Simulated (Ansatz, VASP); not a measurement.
# Ca in VASP and in Ansatz

```
Ca
1.0
     0.00000    2.94850    2.94850
     2.94850    0.00000    2.94850
     2.94850    2.94850    0.00000
Ca
1
Cartesian
  0.0000 0.0000 0.0000
```

Alike in both runs: task single point; functional PBE; k mesh 12 × 12 × 12; occupations gaussian, width 0.1 eV; no spin polarisation.

|  | VASP | Ansatz |
| --- | --- | --- |
| version | VASP 6.6.1 | Ansatz 0.2.0 |
| potentials or method | VASP PAW PBE potentials, release 64 (Ca_sv), cutoff 520 eV | scalar-relativistic, plane waves, PAW |
| valence electrons in the cell | 10 | 10 |

|  | VASP | Ansatz | Ansatz less VASP |
| --- | --- | --- | --- |
| gap on the k mesh at the Fermi level (eV) | none | none | - |
| pressure (GPa) | -2.4 | -2.4 | 0.00 |

A gap of «none» marks a metal or a gap that the smearing closes.
